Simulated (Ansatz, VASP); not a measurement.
Two plane-wave programs on Cu

Contents of INCAR:

```
  PREC = Accurate
  ENCUT = 520
  EDIFF = 1E-6
  ISMEAR = -1
  SIGMA = 0.1
  LREAL = False
  LASPH = True
  NELM = 100
  ALGO = Normal
  ISIF = 2
  LWAVE = False
  LCHARG = True
  GGA = PE
  LELF = True
  LVHAR = True
  NBANDS = 12
```

KPOINTS

```
Automatic mesh
0
Gamma
  25 25 25
```

The input POSCAR:

```
Cu
1.0
   -1.3821823850      1.3821823850      1.3821823850
    1.3821823850     -1.3821823850      1.3821823850
    1.3821823850      1.3821823850     -1.3821823850
Cu
1
Direct
    0.0000000000      0.0000000000      0.0000000000
```

Input for Ansatz:

```yaml
crystal:
  lattice:
    - [-1.382182385, 1.382182385, 1.382182385]
    - [1.382182385, -1.382182385, 1.382182385]
    - [1.382182385, 1.382182385, -1.382182385]
  atoms:
    - { symbol: Cu, position: [0.0, 0.0, 0.0] }
hamiltonian:
  xc: pbe
  pseudopotentials:
    kind: paw
    azcp:
      Cu: "pseudopotentials/Cu.paw.azcp"
basis:
  ecutwfc: 420
  fft_grid_basis: typed
kpoints:
  mp_grid: { grid: [25, 25, 25], shift: [0, 0, 0] }
magnetization:
  spin_polarized: false
scf:
  occupations: { method: fermi_dirac, width: 0.1 }
output:
  stress: true
```

Alike in both runs: task single point; functional PBE; k mesh 25 × 25 × 25; occupations fermi-dirac, width 0.1 eV; no spin polarisation.

|  | VASP | Ansatz |
| --- | --- | --- |
| version | VASP 6.6.1 | Ansatz 0.2.0 |
| potentials or method | VASP PAW PBE potentials, release 64 (Cu), cutoff 520 eV | plane waves (420 eV) with PAW, scalar-relativistic |
| valence electrons in the cell | 11 | 19 |

```csv
,VASP,Ansatz,Ansatz less VASP
pressure (GPa),25.1,24.5,-0.55
```

With one functional, cell and mesh, what is left measures potentials, basis and numerics. VASP's potentials hold 11 valence electrons a cell and Ansatz's 19, so a difference there can come from the potentials and not from the codes.
